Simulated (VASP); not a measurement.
# V (Fd-3m) in VASP: further runs

The runs below take V through single point, relaxation of cell and atoms, with BLYP.

All numbers are computed with VASP 6.6.1; they aren't measurements. Logs are shortened: lines on timing, memory, paths and dates and some standing lists are left out, and cuts for length are marked.

### 1 The cell of the first run

It takes space group Fd-3m (No. 227, cubic). Conventional cell: a = 5.411 Å, b = 5.411 Å, c = 5.411 Å, α = 90.00°, β = 90.00°, γ = 90.00°. V (site symmetry -43m) has 4 V at 2.34 Å within 3.1 Å.

This isn't the form of V at room conditions, which is bcc.

### 2 Single point, BLYP

The input, INCAR:

```
SYSTEM = V
AGGAC    = 1.0          
AGGAX    = 1.0          
ALDAC    = 0.0          
ALDAX    = 1.0          
ALGO     = Normal         ! electronic algorithm
EDIFF    = 1E-7           ! SCF threshold, eV
ENCUT    = 520            ! plane-wave cutoff, eV
GGA      = B5             ! functional
ISIF     = 2              ! what is computed and relaxed
ISMEAR   = -1             ! smearing method
LASPH    = .TRUE.         ! aspherical terms in the spheres
LCHARG   = .TRUE.         ! write CHGCAR
LELF     = .TRUE.         ! ELF
LREAL    = .FALSE.        ! projectors in reciprocal space
LVHAR    = .TRUE.       
LWAVE    = .FALSE.        ! write WAVECAR
NBANDS   = 20             ! bands
NELM     = 100            ! most SCF steps
PREC     = Accurate       ! precision mode
SIGMA    = 0.1            ! smearing width, eV
```

The input, KPOINTS:

```
k-points
0
G
  10 10 10
  0 0 0
```

The input, POSCAR:

```
V
1.0
    0.0000000000      2.7054774497      2.7054774497
    2.7054774497      0.0000000000      2.7054774497
    2.7054774497      2.7054774497      0.0000000000
V
2
Direct
    0.1250000000      0.1250000000      0.1250000000
    0.8750000000      0.8750000000      0.8750000000
```

Potentials or basis: VASP PAW PBE potentials, release 64 (V_sv).

The run is started by

```bash
cat potpaw_PBE.64/V_sv/POTCAR > POTCAR
mpirun -np 1 vasp_std > vasp.out
```

OUTCAR:

```text
SYSTEM = V
   EDIFF = 1E-7
   ENCUT = 520
   GGA = B5
   ISIF = 2
   ISMEAR = -1
   LASPH = .TRUE.
   LREAL = .FALSE.
   NELM = 100
   PREC = Accurate

 ion  position               nearest neighbor table
   1  0.125  0.125  0.125-   2 2.34   2 2.34   2 2.34   2 2.34
   2  0.875  0.875  0.875-   1 2.34   1 2.34   1 2.34   1 2.34

  LATTYP: Found a face centered cubic cell.
 ALAT       =     5.4109548994

  Lattice vectors:

 A1 = (   0.0000000000,   2.7054774497,   2.7054774497)
 A2 = (   2.7054774497,   0.0000000000,   2.7054774497)
 A3 = (   2.7054774497,   2.7054774497,   0.0000000000)

Analysis of symmetry for initial positions (statically):
=====================================================================
 Subroutine PRICEL returns:
 Original cell was already a primitive cell.

 Routine SETGRP: Setting up the symmetry group for a
 face centered cubic supercell.

 Subroutine GETGRP returns: Found 48 space group operations
 (whereof 12 operations were pure point group operations)
 out of a pool of 48 trial point group operations.

The static configuration has the point symmetry D_3d.
 The point group associated with its full space group is O_h .

Analysis of symmetry for dynamics (positions and initial velocities):
=====================================================================
 Subroutine PRICEL returns:
 Original cell was already a primitive cell.

 Routine SETGRP: Setting up the symmetry group for a
 face centered cubic supercell.

 Subroutine GETGRP returns: Found 48 space group operations
 (whereof 12 operations were pure point group operations)
 out of a pool of 48 trial point group operations.

The dynamic configuration has the point symmetry D_3d.
 The point group associated with its full space group is O_h .

 Subroutine INISYM returns: Found 48 space group operations
 (whereof 12 operations are pure point group operations),
 and found     1 'primitive' translations

----------------------------------------------------------------------------------------

                                     Primitive cell

  volume of cell :      39.6061

  direct lattice vectors                    reciprocal lattice vectors
     0.000000000  2.705477450  2.705477450    -0.184810263  0.184810263  0.184810263
     2.705477450  0.000000000  2.705477450     0.184810263 -0.184810263  0.184810263
     2.705477450  2.705477450  0.000000000     0.184810263  0.184810263 -0.184810263

  length of vectors
     3.826122902  3.826122902  3.826122902     0.320100766  0.320100766  0.320100766

  position of ions in fractional coordinates (direct lattice)
     0.125000000  0.125000000  0.125000000
     0.875000000  0.875000000  0.875000000

  ion indices of the primitive-cell ions
   primitive index   ion index
                 1           1
                 2           2

----------------------------------------------------------------------------------------

 KPOINTS: k-points

Automatic generation of k-mesh.
 Grid dimensions read from file:
 generate k-points for:   10   10   10

 Generating k-lattice:

  Cartesian coordinates                     Fractional coordinates (reciprocal lattice)
    -0.018481026  0.018481026  0.018481026     0.100000000  0.000000000  0.000000000
     0.018481026 -0.018481026  0.018481026     0.000000000  0.100000000  0.000000000
     0.018481026  0.018481026 -0.018481026     0.000000000  0.000000000  0.100000000

  Length of vectors
     0.032010077  0.032010077  0.032010077

  Shift w.r.t. Gamma in fractional coordinates (k-lattice)
     0.000000000  0.000000000  0.000000000

 Subroutine IBZKPT returns following result:
 ===========================================

 Found     47 irreducible k-points:

 Following reciprocal coordinates:
            Coordinates               Weight
  0.000000  0.000000  0.000000      1.000000
  0.100000  0.000000  0.000000      8.000000
  0.200000  0.000000  0.000000      8.000000
  0.300000  0.000000  0.000000      8.000000
  0.400000  0.000000  0.000000      8.000000
  0.500000  0.000000  0.000000      4.000000
[... 16 lines left out ...]
  0.300000  0.300000  0.000000      6.000000
  0.400000  0.300000  0.000000     24.000000
 [... further k-points ...]
   k-points           NKPTS =     47   k-points in BZ     NKDIM =     47   number of bands    NBANDS=     20
   number of dos      NEDOS =    301   number of ions     NIONS =      2
   total plane-waves  NPLWV =  21952
   dimension x,y,z NGX =    28 NGY =   28 NGZ =   28
   dimension x,y,z NGXF=    56 NGYF=   56 NGZF=   56
   ions per type =               2
   NGX,Y,Z   is equivalent  to a cutoff of  12.17, 12.17, 12.17 a.u.
   NGXF,Y,Z  is equivalent  to a cutoff of  24.33, 24.33, 24.33 a.u.
 SYSTEM =  V
   PREC   = accura    normal or accurate (medium, high low for compatibility)
   ISTART =      0    job   : 0-new  1-cont  2-samecut
   ICHARG =      2    charge: 1-file 2-atom 10-const
   ISPIN  =      1    spin polarized calculation?
   LNONCOLLINEAR =      F non collinear calculations
   LSORBIT =      F    spin-orbit coupling
   LASPH  =      T    aspherical Exc in radial PAW
   ENCUT  =  520.0 eV  38.22 Ry    6.18 a.u.   7.11  7.11  7.11*2*pi/ulx,y,z
   NELM   =    100;   NELMIN=  2; NELMDL= -5     # of ELM steps
   EDIFF  = 0.1E-06   stopping-criterion for ELM
   LREAL  =      F    real-space projection
   EDIFFG = 0.1E-05   stopping-criterion for IOM
   NSW    =      0    number of steps for IOM
   IBRION =     -1    ionic relax: 0-MD 1-quasi-New 2-CG
   NFREE  =      0    steps in history (QN), initial steepest desc. (CG)
   ISIF   =      2    stress and relaxation
   ISYM   =      2    0-nonsym 1-usesym 2-fastsym
   POTIM  = 0.5000    time-step for ionic-motion
   TEBEG  =    0.0;   TEEND  =   0.0 temperature during run
   PSTRESS=    0.0 pullay stress
   NELECT =      26.0000    total number of electrons
   NUPDOWN=      -1.0000    fix difference up-down
   EMIN   =  10.00;   EMAX   =-10.00  energy-range for DOS
   EFERMI =   0.00;   METHOD = LEGACY
   ISMEAR =    -1;   SIGMA  =   0.10  broadening in eV -4-tet -1-fermi 0-gaus
   EFERMI_NEDOS =   21; number of points for ismear=-14 and -15
   IALGO  =     38    algorithm
   IMIX   =      4    mixing-type and parameters
     AMIX     =   0.40;   BMIX     =  1.00
     AMIX_MAG =   1.60;   BMIX_MAG =  1.00
  volume/ion in A,a.u.               =      19.80       133.64
  Fermi-wavevector in a.u.,A,eV,Ry     =   1.422805  2.688711 27.543279  2.024374
  Thomas-Fermi vector in A             =   2.543470
   LORBIT       =      0    0 simple, 1 ext, 2 COOP (PROOUT), +10 PAW based schemes
   GGA     = B5    functional components
   LHFCALC =     F    Hartree Fock is set to
   AEXX    =    0.0000 exact exchange contribution
   IVDW    =     0    specifies the selected vdW correction
   LEPSILON=     F    determine dielectric tensor
   LRPA    =     F    only Hartree local field effects (RPA)
 non-spin polarized calculation
  energy-cutoff  :      520.00
  volume of cell :       39.61
 maximum number of plane-waves:      1090
   NGX = 15   NGY = 15   NGZ = 15

 number of electron      25.9999985 magnetization

 Free energy of the ion-electron system (eV)
  ---------------------------------------------------
  ext. energy  EPLUGINS =         0.00000000
  ---------------------------------------------------
  free energy    TOTEN  =       -11.78318950 eV

  energy without entropy =      -11.60522388  energy(sigma->0) =      -11.69420669

 E-fermi :   6.0904     XC(G=0):  -9.9826

 val. band max:        6.0901403989   @ k =   0.5000   0.3000   0.0000
 cond. band min:       6.0971181369   @ k =   0.2000   0.1000   0.0000
 fundamental gap:      0.0069777381
 Fermi energy:         6.0904277816

 k-point     1 :       0.0000    0.0000    0.0000
  band No.  band energies     occupation
      1     -57.2958      2.00000
      2     -56.7849      2.00000
      3     -31.5053      2.00000
      4     -31.5053      2.00000
      5     -31.5053      2.00000
      6     -30.7791      2.00000
[... 12 lines left out ...]
     19       9.5947      0.00000
     20      18.9026      0.00000

 k-point     2 :       0.1000    0.0000    0.0000
  band No.  band energies     occupation
      1     -57.2866      2.00000
      2     -56.7943      2.00000
      3     -31.5147      2.00000
      4     -31.5147      2.00000
      5     -31.5055      2.00000
      6     -30.7804      2.00000
[... 12 lines left out ...]
     19       9.5854      0.00000
     20      16.7403      0.00000

 k-point     3 :       0.2000    0.0000    0.0000
  band No.  band energies     occupation
      1     -57.2607      2.00000
      2     -56.8210      2.00000
      3     -31.5381      2.00000
      4     -31.5381      2.00000
      5     -31.5065      2.00000
      6     -30.7833      2.00000
[... 12 lines left out ...]
     19       9.5461      0.00000
     20      14.4660      0.00000

 k-point     4 :       0.3000    0.0000    0.0000
  band No.  band energies     occupation
      1     -57.2236      2.00000
      2     -56.8591      2.00000
      3     -31.5651      2.00000
      4     -31.5651      2.00000
      5     -31.5086      2.00000
      6     -30.7859      2.00000
[... 12 lines left out ...]
     19       9.4504      0.00000
     20      12.4193      0.00000

 k-point     5 :       0.4000    0.0000    0.0000
  band No.  band energies     occupation
      1     -57.1865      2.00000
      2     -56.8969      2.00000
      3     -31.5858      2.00000
      4     -31.5858      2.00000
      5     -31.5110      2.00000
      6     -30.7873      2.00000
[... 12 lines left out ...]
     19       9.2901      0.00000
     20      10.8234      0.00000

 k-point     6 :       0.5000    0.0000    0.0000
  band No.  band energies     occupation
      1     -57.1695      2.00000
      2     -56.9142      2.00000
      3     -31.5934      2.00000
      4     -31.5934      2.00000
      5     -31.5121      2.00000
      6     -30.7876      2.00000
[... 12 lines left out ...]
     19       9.1771      0.00000
     20      10.1545      0.00000

 k-point     7 :       0.1000    0.1000    0.0000
  band No.  band energies     occupation
      1     -57.2835      2.00000
      2     -56.7976      2.00000
      3     -31.5259      2.00000
      4     -31.5259      2.00000
      5     -31.4881      2.00000
      6     -30.7983      2.00000
[... 12 lines left out ...]
     19       9.6657      0.00000
     20      17.1741      0.00000
[... 277 lines left out ...]
 k-point    20 :      -0.4000    0.2000    0.0000
  band No.  band energies     occupation
      1     -57.1406      2.00000
      2     -56.9436      2.00000
      3     -31.6758      2.00000
      4     -31.6161      2.00000
      5     -31.3773      2.00000
      6     -30.9145      2.00000
[... 12 lines left out ...]
     19       9.4998      0.00000
     20      10.2032      0.00000

 k-point    21 :      -0.3000    0.2000    0.0000
  band No.  band energies     occupation
      1     -57.1695      2.00000
      2     -56.9142      2.00000
      3     -31.6636      2.00000
      4     -31.5936      2.00000
      5     -31.4042      2.00000
      6     -30.8868      2.00000
[... 12 lines left out ...]
     19       9.6873      0.00000
     20      11.3720      0.00000

 k-point    22 :      -0.2000    0.2000    0.0000
  band No.  band energies     occupation
      1     -57.2087      2.00000
      2     -56.8743      2.00000
      3     -31.6303      2.00000
      4     -31.5662      2.00000
      5     -31.4425      2.00000
      6     -30.8480      2.00000
[... 12 lines left out ...]
     19       9.7356      0.00000
     20      13.1147      0.00000

 k-point    23 :       0.3000    0.3000    0.0000
  band No.  band energies     occupation
      1     -57.1918      2.00000
      2     -56.8916      2.00000
      3     -31.6290      2.00000
      4     -31.6290      2.00000
      5     -31.3605      2.00000
      6     -30.9371      2.00000
[... 12 lines left out ...]
     19       9.7638      0.00000
     20      13.4483      0.00000

 k-point    24 :       0.4000    0.3000    0.0000
  band No.  band energies     occupation
      1     -57.1552      2.00000
      2     -56.9287      2.00000
      3     -31.6559      2.00000
      4     -31.6484      2.00000
      5     -31.3173      2.00000
      6     -30.9814      2.00000
[... 12 lines left out ...]
     19       9.7611      0.00000
     20      12.0790      0.00000

 [... further k-points ...]
[... 5 lines left out ...]
  --------------------------------------------------------------------------------------
  -------------------------------------------------------------------------------------
  Total        0.0658137      0.0658137      0.0658137     -0.0000000      0.0000000     -0.0000000
  in kB        2.6623517      2.6623517      2.6623517     -0.0000000      0.0000000     -0.0000000
  external PRESSURE =       2.6623517 kB  Pullay stress =       0.0000000 kB

 VOLUME and BASIS-vectors are now :
 -----------------------------------------------------------------------------
  energy-cutoff  :      520.00
  volume of cell :       39.61
      direct lattice vectors                 reciprocal lattice vectors
     0.000000000  2.705477450  2.705477450    -0.184810263  0.184810263  0.184810263
     2.705477450  0.000000000  2.705477450     0.184810263 -0.184810263  0.184810263
     2.705477450  2.705477450  0.000000000     0.184810263  0.184810263 -0.184810263

 POSITION                                       TOTAL-FORCE (eV/Angst)
 -----------------------------------------------------------------------------------
      0.67637      0.67637      0.67637        -0.000000     -0.000000     -0.000000
      4.73459      4.73459      4.73459         0.000000      0.000000      0.000000
 -----------------------------------------------------------------------------------
    total drift:                                0.000000      0.000000     -0.000000

  FREE ENERGIE OF THE ION-ELECTRON SYSTEM (eV)
  ---------------------------------------------------
  free  energy   TOTEN  =       -11.7831894981 eV

  energy  without entropy=      -11.6052238762  energy(sigma->0) =      -11.69420669
```

It took 58 s on 1 thread of Intel Xeon 8259CL, shared host; peak memory 0.17 GiB.

What came out:

```yaml
Free_energy: -11.7832 eV
Pressure: 0.3 GPa
Band_gap_on_the_k_mesh: zero (bands 13 and 14 overlap by 0.84 eV)
```

Levels at points of the mesh, in eV from the Fermi level:
```csv
k point,band 10,band 11,band 12,band 13,band 14,band 15,band 16,band 17
"(0.00, 0.00, 0.00)",-0.93,-0.93,-0.50,-0.50,-0.50,1.41,1.41,1.41
"(0.50, 0.00, 0.00)",-1.36,-0.87,-0.87,-0.50,-0.50,0.28,2.20,2.20
"(0.50, 0.50, 0.00)",-1.94,-0.41,-0.41,0.11,0.11,1.22,1.22,3.29
```

Caveat: the PAW data sets were made with another functional, which shifts forces and pressure a little.

### 3 Relaxation of cell and atoms, BLYP

This run uses another cell than the first one, of 18.67 Å³/atom.

The input, INCAR:

```
PREC     = Accurate       # precision mode
ENCUT    = 600            # plane-wave cutoff, eV
EDIFF    = 1E-6           # SCF threshold, eV
ISMEAR   = -1             # smearing method
SIGMA    = 0.1            # smearing width, eV
LREAL    = False          # projectors in reciprocal space
LASPH    = True           # aspherical terms in the spheres
NELM     = 80             # most SCF steps
ALGO     = Normal         # electronic algorithm
ISIF     = 3              # what is computed and relaxed
LWAVE    = False          # write WAVECAR
LCHARG   = False          # write CHGCAR
GGA      = B5             # functional
ALDAX    = 1.0          
AGGAX    = 1.0          
AGGAC    = 1.0          
ALDAC    = 0.0          
IBRION   = 2              # ionic algorithm
NSW      = 80             # ionic steps
EDIFFG   = -0.01          # ionic threshold
```

The input, KPOINTS:

```
Automatic mesh
0
Gamma
  10 10 10
```

The input, POSCAR:

```
V
1.0
    0.0000000000      2.6526688921      2.6526688921
    2.6526688921      0.0000000000      2.6526688921
    2.6526688921      2.6526688921      0.0000000000
V
2
Direct
    0.1250000000      0.1250000000      0.1250000000
    0.8750000000      0.8750000000      0.8750000000
```

Potentials or basis: VASP PAW PBE potentials, release 64 (V_sv).

The run is started by

```bash
cat potpaw_PBE.64/V_sv/POTCAR > POTCAR
mpirun -np 1 vasp_std > vasp.out
```

Run time: 98 s. Hardware: 1 thread of Intel Xeon 8259CL, shared host; peak memory 0.19 GiB.

It converged, with:

```yaml
Free_energy: -11.7830 eV
Relaxed_volume: 19.90 Å³/atom
Relaxed_cell: a = 3.832 Å, b = 3.832 Å, c = 3.832 Å, α = 60.00°, β = 60.00°, γ = 60.00°
Space_group_after_relaxing_to_0.1_Å: Fd-3m (No. 227)
Energy_gained_by_relaxing: 14.8 meV/atom
Ionic_steps: 3
Pressure_after_relaxing: 0.0 GPa
Band_gap_on_the_k_mesh: zero (bands 13 and 14 overlap by 0.83 eV)
```

Step by step:
```tsv
step	energy change (eV)	largest force (eV/Å)	pressure (GPa)	volume (Å³)
1	0.0000	0.0000	4.04	37.33
2	-0.0295	0.0000	-0.19	39.94
3	-0.0295	0.0000	0.01	39.80
```

Final structure:
```
V
1.0
     0.00000    2.70980    2.70980
     2.70980    0.00000    2.70980
     2.70980    2.70980    0.00000
V
2
Direct
  0.12500 0.12500 0.12500
  0.87500 0.87500 0.87500
```

Levels at points of the mesh, in eV from the Fermi level:
```
           k point  band 10  band 11  band 12  band 13  band 14  band 15  band 16  band 17
(0.00, 0.00, 0.00)    -0.92    -0.92    -0.50    -0.50    -0.50     1.41     1.41     1.41
(0.50, 0.00, 0.00)    -1.35    -0.86    -0.86    -0.50    -0.50     0.28     2.19     2.19
(0.50, 0.50, 0.00)    -1.93    -0.41    -0.41     0.10     0.10     1.22     1.22     3.28
```

Caveat: the PAW data sets were made with another functional, which shifts forces and pressure a little.
